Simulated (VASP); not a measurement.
Input of a VASP 6.6.1 run:

The input POSCAR:

```
KMgF3
1.0
    3.9836688700      0.0000000000      0.0000000000
    0.0000000000      3.9836688700      0.0000000000
    0.0000000000      0.0000000000      3.9836688700
K Mg F
1 1 3
Direct
    0.5000000000      0.5000000000      0.5000000000
    0.0000000000      0.0000000000      0.0000000000
    0.5000000000      0.0000000000      0.0000000000
    0.0000000000      0.5000000000      0.0000000000
    0.0000000000      0.0000000000      0.5000000000
```

INCAR.step1

```
ALGO = Normal ; EDIFF = 1E-4
ENCUT = 520 ; GGA = PE
ISMEAR = -1 ; LASPH = T
LCHARG = F ; LREAL = F
LWAVE = T ; NBANDS = 24
NELM = 60 ; PREC = Accurate
SIGMA = 0.02
```

The input INCAR.step2:

```
ALGO = Normal ; EDIFF = 1E-6
ENCUT = 520 ; ISIF = 2
ISMEAR = -1 ; ISTART = 1
LASPH = T ; LCHARG = F
LMIXTAU = T ; LREAL = F
LWAVE = F ; METAGGA = R2SCAN
NBANDS = 24 ; NELM = 60
PREC = Accurate ; SIGMA = 0.02
```

File KPOINTS:

```
k-points
0
Gamma
  8 8 8
```

Potentials or basis: VASP PAW PBE potentials, release 64 (K_sv, Mg, F).

The run is started by

```bash
$ cat potpaw_PBE.64/K_sv/POTCAR potpaw_PBE.64/Mg/POTCAR potpaw_PBE.64/F/POTCAR > POTCAR
$ cp INCAR.step1 INCAR
$ mpirun -np 1 vasp_std > vasp.out
$ cp INCAR.step2 INCAR
$ mpirun -np 1 vasp_std > vasp.out
```

Task: Estimate the band gap on the k mesh.

Result: 8.26 eV, indirect (least direct gap 8.58 eV).

Task: Estimate the pressure.

Result: -0.8 GPa.

Caveat: the PAW data sets were made with another functional, which shifts forces and pressure a little. r2SCAN opens gaps a little over a GGA but as a rule still falls short of measured ones.
